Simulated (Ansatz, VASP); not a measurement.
# Ba3AlB in VASP and in Ansatz

```
Al B Ba
1.0
     5.35527    0.00000    0.00000
     0.00000    5.35527    0.00000
     0.00000    0.00000    5.35527
Al B Ba
1 1 3
Direct
  0.00000 0.00000 0.00000
  0.50000 0.50000 0.50000
  0.50000 0.50000 0.00000
  0.50000 0.00000 0.50000
  0.00000 0.50000 0.50000
```

Alike in both runs: task relaxation of cell and atoms; functional PBE; k mesh 6 × 6 × 6; occupations fermi-dirac, width 0.05 eV; no spin polarisation.

|  | VASP | Ansatz |
| --- | --- | --- |
| version | VASP 6.6.1 | Ansatz 0.2.0 |
| potentials or method | VASP PAW PBE potentials, release 64 (Al, B, Ba_sv) | PAW with Ansatz's default frozen-core files, scalar-relativistic |
| plane-wave cutoff (eV) | 600 | 420 |
| valence electrons in the cell | 36 | 36 |

Ansatz gave:

- relaxed volume (Å³/atom): 39.28
- relaxed length of the cell vector where the two differ most in proportion (Å): 5.813

**Question.** Estimate VASP's values.

**Answer.** Relaxed volume (Å³/atom): 40.05; relaxed length of the cell vector where the two differ most in proportion (Å): 5.850.

Neither program's run includes spin-orbit coupling. Noted on VASP's run: the volume moved by over 15 % at a fixed basis, so the end points are rough.
